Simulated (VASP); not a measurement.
Input of a VASP 6.6.1 run:

File INCAR:

```
PREC = Accurate
ENCUT = 520
EDIFF = 1E-6
ISMEAR = 0
SIGMA = 0.1
LREAL = F
LASPH = T
NELM = 150
ALGO = Normal
ISIF = 2
LWAVE = F
LCHARG = T
ISPIN = 2
MAGMOM = 0 1 1 1 0 0 0 0
LORBIT = 11
LMAXMIX = 4
GGA = PE
LELF = T
LVHAR = T
NBANDS = 48
```

File KPOINTS:

```
regular mesh
0
Gamma
  4 4 4
```

File POSCAR:

```
ZrTi3N4
1.0
    4.6546560300      0.0000000000      0.0000000000
    0.0000000000      4.6546560300      0.0000000000
    0.0000000000      0.0000000000      4.6546560300
Zr Ti N
1 3 4
Direct
    0.0000000000      0.0000000000      0.0000000000
    0.5000000000      0.5000000000      0.0000000000
    0.0000000000      0.5000000000      0.5000000000
    0.5000000000      0.0000000000      0.5000000000
    0.0000000000      0.0000000000      0.5000000000
    0.5000000000      0.0000000000      0.0000000000
    0.0000000000      0.5000000000      0.0000000000
    0.5000000000      0.5000000000      0.5000000000
```

Potentials or basis: VASP PAW PBE potentials, release 64 (Zr_sv, Ti_sv, N).

Launch:

```console
$ cat potpaw_PBE.64/Zr_sv/POTCAR potpaw_PBE.64/Ti_sv/POTCAR potpaw_PBE.64/N/POTCAR > POTCAR
$ mpirun -np 1 vasp_std > vasp.out
```

Task: Estimate the band gap on the k mesh.

Result: Zero (filled and empty bands overlap).

Task: Estimate the pressure.

Result: -34.1 GPa.

Task: Estimate the net moment.

Result: 0.00 μB per cell.

Caveat: the cell stands under tension.
